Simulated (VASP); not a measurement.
The system is Si.

```
Si
1.0
     0.00000    2.71547    2.71547
     2.71547    0.00000    2.71547
     2.71547    2.71547    0.00000
Si
2
Direct
  0.00000 0.00000 0.00000
  0.25000 0.25000 0.25000
```

* Program: VASP 6.6.1
* Task: relaxation of cell and atoms
* Functional: PBE
* Potentials or basis: VASP PAW PBE potentials, release 64 (Si)
* Cutoff: 500 eV
* k mesh: 10 × 10 × 10
* Occupations: gaussian, width 0.02 eV
* Spin: no spin polarisation

At the start: pressure 1.9 GPa; volume 20.02 Å³/atom.

**Question.** Where does the relaxation end?

**Answer.** Over 3 steps the energy falls by 2.5 meV/atom and the volume is 20.44 Å³/atom (+2.1 %); space group Fd-3m (No. 227, to 0.1 Å) before and after.

Step by step:
```csv
step,energy change (eV),largest force (eV/Å),pressure (GPa),volume (Å³)
1,0.0000,0.0000,1.93,40.05
2,-0.0027,0.0000,-1.20,41.46
3,-0.0049,0.0000,0.01,40.88
```

Final structure:
```
Si
1.0
     0.00000    2.73423    2.73423
     2.73423    0.00000    2.73423
     2.73423    2.73423    0.00000
Si
2
Direct
  0.00000 0.00000 0.00000
  0.25000 0.25000 0.25000
```
